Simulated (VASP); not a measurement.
Crystal: PbSe.

```xyz
4
Lattice="4.2795 0.0000 0.0000 -2.1397 3.7061 0.0000 0.0000 0.0000 6.0565" Properties=species:S:1:pos:R:3 pbc="T T T"
Pb    0.0000    0.0000    3.0283
Pb    0.0000    2.4708    0.0000
Se    2.1397    1.2354    1.9534
Se    2.1397    1.2354    4.1031
```

| Property | Result |
| --- | --- |
| Program | VASP 6.6.1 |
| Task | relaxation of cell and atoms |
| Functional | PBE |
| Potentials or basis | VASP PAW PBE potentials, release 64 (Pb_d, Se) |
| Cutoff | 600 eV |
| k mesh | 6 × 6 × 4 |
| Occupations | gaussian, width 0.1 eV |
| Spin | no spin polarisation |

At the start: pressure 29.5 GPa; volume 24.01 Å³/atom.

Q: How do energy, volume and symmetry change on relaxing?

A: Over 10 steps the energy falls by 1254.7 meV/atom and the volume is 30.10 Å³/atom (+25.3 %); space group P-6m2 (No. 187, to 0.1 Å) before, P6_3/mmc (No. 194, to 0.1 Å).

Step by step:
| step | energy change (eV) | largest force (eV/Å) | pressure (GPa) | volume (Å³) |
| --- | --- | --- | --- | --- |
| 1 | 0.0000 | 8.2450 | 29.46 | 96.06 |
| 2 | -3.3103 | 0.1346 | -6.87 | 171.02 |
| 3 | -4.1873 | 1.1608 | -2.37 | 135.07 |
| 4 | -4.1886 | 1.1011 | -2.68 | 136.25 |
| 5 | -4.7191 | 0.8080 | -1.77 | 129.14 |
| 6 | -4.9793 | 0.4722 | -0.12 | 121.59 |
| 7 | -4.9937 | 0.3619 | 0.54 | 119.17 |
| 8 | -5.0099 | 0.1986 | -0.10 | 120.74 |
| 9 | -5.0130 | 0.1001 | -0.47 | 121.74 |
| 10 | -5.0186 | 0.0041 | 0.10 | 120.39 |

Final structure:
```yaml
crystal:
  lattice:
    - [4.26229, 0.00000, 0.00000]
    - [-2.13114, 3.69125, 0.00000]
    - [0.00000, 0.00000, 7.65227]
  atoms:
    - { symbol: Pb, position: [0.00000, 0.00000, 0.50000] }
    - { symbol: Pb, position: [0.33333, 0.66667, 0.00000] }
    - { symbol: Se, position: [0.66667, 0.33333, 0.24991] }
    - { symbol: Se, position: [0.66667, 0.33333, 0.75009] }
```

Caveat: the volume moved by over 15 % at a fixed basis, so the end points are rough.
